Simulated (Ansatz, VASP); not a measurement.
**One calculation of NbIn2Se3, two programs**

```
CELL_PARAMETERS angstrom
5.58736 0.00000 0.00000
0.00000 5.58736 0.00000
0.00000 0.00000 9.73209
ATOMIC_POSITIONS crystal
Nb 0.50000 0.50000 0.50000
In 0.50000 0.00000 0.50000
In 0.00000 0.50000 0.50000
Se 0.50000 0.50000 0.00000
Se 0.50000 0.50000 0.74661
Se 0.50000 0.50000 0.25339
```

Alike in both runs: functional PBE; k mesh 8 × 8 × 4; occupations gaussian, width 0.1 eV; no spin polarisation.

Ansatz relaxed the structure, and its values are those at the end. VASP's run is a single point on that final structure, the one shown.

```csv
,VASP,Ansatz
version,VASP 6.6.1,Ansatz 0.2.0
potentials or method,"VASP PAW PBE potentials, release 64 (Nb_sv, In_d, Se), cutoff 520 eV","scalar-relativistic, plane waves, PAW"
valence electrons in the cell,57,87
```

|  | VASP | Ansatz | Ansatz less VASP |
| --- | --- | --- | --- |
| gap on the k mesh at the Fermi level (eV) | none | none | - |
| pressure (GPa) | 0.0 | 0.0 | +0.03 |
| rms of the force components (eV/Å) | 0.004 | 0.002 | -0.0021 |

A gap of «none» marks a metal or a gap that the smearing closes. VASP's potentials hold 57 valence electrons a cell and Ansatz's 87, so a difference there can come from the potentials and not from the codes. Ansatz's warnings: xc potential rough in thin density.
